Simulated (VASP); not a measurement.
# BaTe (Fm-3m) in VASP: settings compared

Aim: see how the results for BaTe move with the level of theory and the settings. Levels: SCAN, PBEsol. Tasks: relaxation of cell and atoms, single point.

Program: VASP 6.6.1. These are calculated values, not measurements. Logs are shortened: lines on timing, memory, paths and dates and some standing lists are left out, and cuts for length are marked.

### Step 1. The cell of the first run

The structure is cubic, space group Fm-3m (No. 225). Conventional cell: a = 6.888 Å, b = 6.888 Å, c = 6.888 Å, α = 90.00°, β = 90.00°, γ = 90.00°. Within 4.5 Å of Ba (site symmetry m-3m) lie 6 Te at 3.44 Å. Within 4.5 Å of Te (site symmetry m-3m) lie 6 Ba at 3.44 Å.

### Step 2. Relaxation of cell and atoms, SCAN (40.84 Å³/atom)

Contents of POSCAR:

```
BaTe
1.0
    0.0000000000      3.4437645721      3.4437645721
    3.4437645721      0.0000000000      3.4437645721
    3.4437645721      3.4437645721      0.0000000000
Ba Te
1 1
Direct
    0.0000000000      0.0000000000      0.0000000000
    0.5000000000      0.5000000000      0.5000000000
```

Contents of INCAR.step1:

```
ALGO = Normal ; EDIFF = 1E-6
EDIFFG = -0.005 ; EFERMI = MIDGAP
ENCUT = 280 ; GGA_COMPAT = False
IBRION = 2 ; ISIF = 3
ISMEAR = 0 ; LASPH = True
LCHARG = False ; LMIXTAU = True
LREAL = False ; LWAVE = False
METAGGA = SCAN ; NELM = 120
NELMIN = 4 ; NSW = 80
POTIM = 0.5 ; PREC = Accurate
SIGMA = 0.03
```

Contents of INCAR.step3:

```
ALGO = Normal ; EDIFF = 1E-6
EFERMI = MIDGAP ; ENCUT = 280
GGA_COMPAT = False ; ISIF = 2
ISMEAR = 0 ; LASPH = True
LCHARG = False ; LMIXTAU = True
LREAL = False ; LWAVE = False
METAGGA = SCAN ; NELM = 120
PREC = Accurate ; SIGMA = 0.03
```

Contents of KPOINTS:

```
Automatic mesh
0
Gamma
  5 5 5
  0 0 0
```

Potentials or basis: VASP PAW PBE potentials, release 64 (Ba_sv, Te).

On the command line:

```bash
> cat potpaw_PBE.64/Ba_sv/POTCAR potpaw_PBE.64/Te/POTCAR > POTCAR
> cp INCAR.step1 INCAR
> cp POSCAR.step1 POSCAR
> mpirun -np 1 vasp_std > vasp.out
> cp CONTCAR POSCAR
> mpirun -np 1 vasp_std > vasp.out
> cp CONTCAR POSCAR
> cp INCAR.step3 INCAR
> mpirun -np 1 vasp_std > vasp.out
```

OUTCAR:

```text
EDIFF = 1E-6
   EFERMI = MIDGAP
   ENCUT = 280
   ISIF = 2
   ISMEAR = 0
   LASPH = True
   LREAL = False
   METAGGA = SCAN
   NELM = 120
   PREC = Accurate

 Found     10 irreducible k-points:

 Following reciprocal coordinates:
            Coordinates               Weight
  0.000000  0.000000  0.000000      1.000000
  0.200000  0.000000  0.000000      8.000000
  0.400000  0.000000  0.000000      8.000000
  0.200000  0.200000  0.000000      6.000000
  0.400000  0.200000  0.000000     24.000000
 -0.400000  0.200000  0.000000     24.000000
   k-points           NKPTS =     10   k-points in BZ     NKDIM =     10   number of bands    NBANDS=     12
   number of dos      NEDOS =    301   number of ions     NIONS =      2
   total plane-waves  NPLWV =  21952
   dimension x,y,z NGX =    28 NGY =   28 NGZ =   28
   dimension x,y,z NGXF=    56 NGYF=   56 NGZF=   56
   ions per type =               1   1
   NGX,Y,Z   is equivalent  to a cutoff of   9.30,  9.30,  9.30 a.u.
   NGXF,Y,Z  is equivalent  to a cutoff of  18.60, 18.60, 18.60 a.u.
 SYSTEM =  unknown system
   PREC   = accura    normal or accurate (medium, high low for compatibility)
   ISTART =      0    job   : 0-new  1-cont  2-samecut
   ICHARG =      2    charge: 1-file 2-atom 10-const
   ISPIN  =      1    spin polarized calculation?
   LNONCOLLINEAR =      F non collinear calculations
   LSORBIT =      F    spin-orbit coupling
   LASPH  =      T    aspherical Exc in radial PAW
   ENCUT  =  280.0 eV  20.58 Ry    4.54 a.u.   6.83  6.83  6.83*2*pi/ulx,y,z
   NELM   =    120;   NELMIN=  2; NELMDL=  0     # of ELM steps
   EDIFF  = 0.1E-05   stopping-criterion for ELM
   LREAL  =      F    real-space projection
   EDIFFG = 0.1E-04   stopping-criterion for IOM
   NSW    =      0    number of steps for IOM
   IBRION =     -1    ionic relax: 0-MD 1-quasi-New 2-CG
   NFREE  =      0    steps in history (QN), initial steepest desc. (CG)
   ISIF   =      2    stress and relaxation
   ISYM   =      2    0-nonsym 1-usesym 2-fastsym
   POTIM  = 0.5000    time-step for ionic-motion
   TEBEG  =    0.0;   TEEND  =   0.0 temperature during run

   SCALEE = 1.0000    scale energy and forces
   PSTRESS=    0.0 pullay stress
   NELECT =      16.0000    total number of electrons
   NUPDOWN=      -1.0000    fix difference up-down
   EMIN   =  10.00;   EMAX   =-10.00  energy-range for DOS
   EFERMI =   0.00;   METHOD = MIDGAP
   ISMEAR =     0;   SIGMA  =   0.03  broadening in eV -4-tet -1-fermi 0-gaus
   EFERMI_NEDOS =   21; number of points for ismear=-14 and -15
   IALGO  =     38    algorithm
   IMIX   =      4    mixing-type and parameters
     AMIX     =   0.40;   BMIX     =  1.00
     AMIX_MAG =   1.60;   BMIX_MAG =  1.00
  volume/ion in A,a.u.               =      44.34       299.21
  Fermi-wavevector in a.u.,A,eV,Ry     =   0.925075  1.748139 11.643385  0.855765
  Thomas-Fermi vector in A             =   2.050891
   LORBIT       =      0    0 simple, 1 ext, 2 COOP (PROOUT), +10 PAW based schemes
   METAGGA = SCAN    functional components
   LHFCALC =     F    Hartree Fock is set to
   AEXX    =    0.0000 exact exchange contribution
   IVDW    =     0    specifies the selected vdW correction
   LEPSILON=     F    determine dielectric tensor
   LRPA    =     F    only Hartree local field effects (RPA)

   CSHIFT  =0.1000    complex shift for real part using Kramers Kronig

   OMEGAMAX=  -1.0    maximum frequency
 non-spin polarized calculation
 Gauss-broadening in eV      SIGMA  =   0.03
  energy-cutoff  :      280.00
  volume of cell :       88.68
 maximum number of plane-waves:       958
   NGX = 13   NGY = 13   NGZ = 13

 number of electron      15.9999999 magnetization

 Free energy of the ion-electron system (eV)
  ---------------------------------------------------
  ext. energy  EPLUGINS =         0.00000000
  ---------------------------------------------------
  free energy    TOTEN  =       -80.80801347 eV

  energy without entropy =      -80.80801347  energy(sigma->0) =      -80.80801347

 E-fermi :   2.8745     XC(G=0):  -8.4949

 val. band max:        1.8642399527   @ k =   0.0000   0.0000   0.0000
 cond. band min:       3.8846777951   @ k =   0.4000   0.4000   0.0000
 fundamental gap:      2.0204378424
 Fermi energy:         2.8744588739

 k-point     1 :       0.0000    0.0000    0.0000
  band No.  band energies     occupation
      1     -26.1108      2.00000
      2     -10.7722      2.00000
      3     -10.7722      2.00000
      4     -10.7722      2.00000
      5      -7.9253      2.00000
      6       1.8642      2.00000
      7       1.8642      2.00000
      8       1.8642      2.00000
      9       5.2169      0.00000
     10       5.2169      0.00000
     11       5.2169      0.00000
     12       5.2372      0.00000

 k-point     2 :       0.2000    0.0000    0.0000
  band No.  band energies     occupation
      1     -26.1068      2.00000
      2     -10.9148      2.00000
      3     -10.7754      2.00000
      4     -10.7754      2.00000
      5      -7.6834      2.00000
      6       0.9010      2.00000
      7       1.4124      2.00000
      8       1.4124      2.00000
      9       5.2982      0.00000
     10       5.6924      0.00000
     11       5.6924      0.00000
     12       6.5930      0.00000
[... 31 lines left out ...]
 k-point     5 :       0.4000    0.2000    0.0000
  band No.  band energies     occupation
      1     -26.1000      2.00000
      2     -11.0169      2.00000
      3     -10.8127      2.00000
      4     -10.8084      2.00000
      5      -7.4929      2.00000
      6       0.2460      2.00000
      7       1.0617      2.00000
      8       1.2381      2.00000
      9       4.8090      0.00000
     10       6.9580      0.00000
     11       7.0776      0.00000
     12       7.3611      0.00000

 k-point     6 :      -0.4000    0.2000    0.0000
  band No.  band energies     occupation
      1     -26.0978      2.00000
      2     -11.0713      2.00000
      3     -10.8416      2.00000
      4     -10.7935      2.00000
      5      -7.3691      2.00000
      6       0.0528      2.00000
      7       0.8870      2.00000
      8       0.8902      2.00000
      9       6.0211      0.00000
     10       6.5483      0.00000
     11       6.9949      0.00000
     12       7.7313      0.00000

 [... further k-points ...]

------------------------ aborting loop because EDIFF is reached ----------------------------------------

  FORCE on cell =-STRESS in cart. coord.  units (eV):
  Direction    XX          YY          ZZ          XY          YZ          ZX
  --------------------------------------------------------------------------------------
  -------------------------------------------------------------------------------------
  Total       -0.0031171     -0.0031171     -0.0031171      0.0000000      0.0000000     -0.0000000
  in kB       -0.0563176     -0.0563176     -0.0563176      0.0000000      0.0000000     -0.0000000
  external PRESSURE =      -0.0563176 kB  Pullay stress =       0.0000000 kB

 VOLUME and BASIS-vectors are now :
 -----------------------------------------------------------------------------
  energy-cutoff  :      280.00
  volume of cell :       88.68
      direct lattice vectors                 reciprocal lattice vectors
     0.000000000  3.539383747  3.539383747    -0.141267530  0.141267530  0.141267530
     3.539383747  0.000000000  3.539383747     0.141267530 -0.141267530  0.141267530
     3.539383747  3.539383747  0.000000000     0.141267530  0.141267530 -0.141267530

 POSITION                                       TOTAL-FORCE (eV/Angst)
 -----------------------------------------------------------------------------------
      0.00000      0.00000      0.00000         0.000000      0.000000      0.000000
      3.53938      3.53938      3.53938         0.000000     -0.000000     -0.000000
 -----------------------------------------------------------------------------------
    total drift:                                0.000000      0.000000      0.000000

  FREE ENERGIE OF THE ION-ELECTRON SYSTEM (eV)
  ---------------------------------------------------
  free  energy   TOTEN  =       -80.8080134691 eV

  energy  without entropy=      -80.8080134691  energy(sigma->0) =      -80.80801347
```

OUTCAR.step1:

```text
EDIFF = 1E-6
   EDIFFG = -0.005
   EFERMI = MIDGAP
   ENCUT = 280
   IBRION = 2
   ISIF = 3
   ISMEAR = 0
   LASPH = True
   LREAL = False
[... 312 lines left out ...]
  -------------------------------------------------------------------------------------
  Total       -0.0093140     -0.0093140     -0.0093140      0.0000000      0.0000000     -0.0000000
  in kB       -0.1682806     -0.1682806     -0.1682806      0.0000000      0.0000000     -0.0000000
  external PRESSURE =      -0.1682806 kB  Pullay stress =       0.0000000 kB
[... 17 lines left out ...]
  FREE ENERGIE OF THE ION-ELECTRON SYSTEM (eV)
  ---------------------------------------------------
  free  energy   TOTEN  =       -80.8059072311 eV

  energy  without entropy=      -80.8059072311  energy(sigma->0) =      -80.80590723

 reached required accuracy - stopping structural energy minimisation
```

OUTCAR.step2:

```text
EDIFF = 1E-6
   EDIFFG = -0.005
   EFERMI = MIDGAP
   ENCUT = 280
   IBRION = 2
   ISIF = 3
   ISMEAR = 0
[... 212 lines left out ...]
      0.00000      0.00000      0.00000         0.000000      0.000000      0.000000
      3.53938      3.53938      3.53938         0.000000     -0.000000     -0.000000
 -----------------------------------------------------------------------------------
    total drift:                                0.000000      0.000000      0.000000

  FREE ENERGIE OF THE ION-ELECTRON SYSTEM (eV)
  ---------------------------------------------------
  free  energy   TOTEN  =       -80.8080134691 eV

  energy  without entropy=      -80.8080134691  energy(sigma->0) =      -80.80801347

 reached required accuracy - stopping structural energy minimisation
```

Run time: 1.7 min. Hardware: 1 thread of Intel Xeon 6975P-C (Granite Rapids), shared host; peak memory 0.16 GiB.

What came out:

* Free energy: -80.8080 eV
* Relaxed volume: 44.34 Å³/atom
* Relaxed cell: a = 5.005 Å, b = 5.005 Å, c = 5.005 Å, α = 60.00°, β = 60.00°, γ = 60.00°
* Space group after relaxing (to 0.1 Å): Fm-3m (No. 225)
* Energy gained by relaxing: 31.3 meV/atom
* Ionic steps: 5
* Pressure after relaxing: 0.0 GPa
* Band gap on the k mesh: 2.02 eV (least direct gap 2.40 eV)

The path:
```tsv
step	energy change (eV)	largest force (eV/Å)	pressure (GPa)	volume (Å³)
1	0.0000	0.0000	3.04	81.68
2	-0.0532	0.0000	-0.85	91.19
3	-0.0604	0.0000	0.02	88.54
4	-0.0605	0.0000	-0.02	88.68
5	-0.0626	0.0000	-0.01	88.68
```

Final structure:
```
Ba Te
1.0
     0.00000    3.53938    3.53938
     3.53938    0.00000    3.53938
     3.53938    3.53938    0.00000
Ba Te
1 1
Direct
  0.00000 0.00000 0.00000
  0.50000 0.50000 0.50000
```

Caveat: the PAW data sets were made with another functional, which shifts forces and pressure a little; spin-orbit coupling is left out, which moves the levels of the heavy elements; an odd mesh through Γ misses points on the zone boundary, where band edges can lie.

### Step 3. Relaxation of cell and atoms, SCAN (40.84 Å³/atom)

POSCAR is that of step 2.

INCAR.step1, as its differences from that of step 2:

```diff
@@ -1,4 +1,4 @@
-ALGO = Normal ; EDIFF = 1E-6
-EDIFFG = -0.005 ; EFERMI = MIDGAP
-ENCUT = 280 ; GGA_COMPAT = False
+ALGO = Normal ; EDIFF = 1E-7
+EDIFFG = -0.002 ; EFERMI = MIDGAP
+ENCUT = 650 ; GGA_COMPAT = False
 IBRION = 2 ; ISIF = 3
```

Contents of INCAR.step4:

```
ALGO = Normal ; EDIFF = 1E-7
EFERMI = MIDGAP ; ENCUT = 650
GGA_COMPAT = False ; ISIF = 2
ISMEAR = 0 ; LASPH = True
LCHARG = False ; LMIXTAU = True
LREAL = False ; LWAVE = False
METAGGA = SCAN ; NELM = 120
PREC = Accurate ; SIGMA = 0.03
```

Contents of KPOINTS:

```
Automatic mesh
0
Gamma
  7 7 7
  0 0 0
```

Potentials or basis: VASP PAW PBE potentials, release 64 (Ba_sv, Te).

On the command line:

```bash
> cat potpaw_PBE.64/Ba_sv/POTCAR potpaw_PBE.64/Te/POTCAR > POTCAR
> cp INCAR.step1 INCAR
> cp POSCAR.step1 POSCAR
> mpirun -np 1 vasp_std > vasp.out
> cp CONTCAR POSCAR
> mpirun -np 1 vasp_std > vasp.out
> cp CONTCAR POSCAR
> mpirun -np 1 vasp_std > vasp.out
> cp CONTCAR POSCAR
> cp INCAR.step4 INCAR
> mpirun -np 1 vasp_std > vasp.out
```

Run time: 13 min. Hardware: 1 thread of Intel Xeon 6975P-C (Granite Rapids), shared host; peak memory 0.29 GiB.

Results (log left out):

```
Free energy                           : -80.8166 eV
Relaxed volume                        : 44.31 Å³/atom
Relaxed cell                          : a = 5.005 Å, b = 5.005 Å, c = 5.005 Å, α = 60.00°, β = 60.00°, γ = 60.00°
Space group after relaxing (to 0.1 Å) : Fm-3m (No. 225)
Energy gained by relaxing             : 30.6 meV/atom
Ionic steps                           : 7
Pressure after relaxing               : 0.0 GPa
Band gap on the k mesh                : 1.97 eV (least direct gap 2.36 eV)
```

Step by step:
| step | energy change (eV) | largest force (eV/Å) | pressure (GPa) | volume (Å³) |
| --- | --- | --- | --- | --- |
| 1 | 0.0000 | 0.0000 | 2.99 | 81.68 |
| 2 | -0.0537 | 0.0000 | -0.77 | 91.03 |
| 3 | -0.0599 | 0.0000 | 0.02 | 88.57 |
| 4 | -0.0598 | 0.0000 | -0.02 | 88.71 |
| 5 | -0.0599 | 0.0000 | 0.00 | 88.63 |
| 6 | -0.0611 | 0.0000 | 0.00 | 88.63 |
| 7 | -0.0611 | 0.0000 | 0.00 | 88.63 |

Final structure:
```xyz
2
Lattice="0.0000 3.5387 3.5387 3.5387 0.0000 3.5387 3.5387 3.5387 0.0000" Properties=species:S:1:pos:R:3 pbc="T T T"
Ba    0.0000    0.0000    0.0000
Te    3.5387    3.5387    3.5387
```

Levels at points of the mesh, in eV from the valence-band top:
```csv
k point,band 6,band 7,band 8,band 9,band 10,band 11
"(0.00, 0.00, 0.00)",0.00,0.00,0.00,3.35,3.35,3.35
```

Caveat: the PAW data sets were made with another functional, which shifts forces and pressure a little; spin-orbit coupling is left out, which moves the levels of the heavy elements; an odd mesh through Γ misses points on the zone boundary, where band edges can lie. Zero-point motion and thermal expansion aren't in these numbers.

(Part 1 of 2 ends here.)

The gap in the log of VASP goes by the Fermi energy; the results here count the filled bands.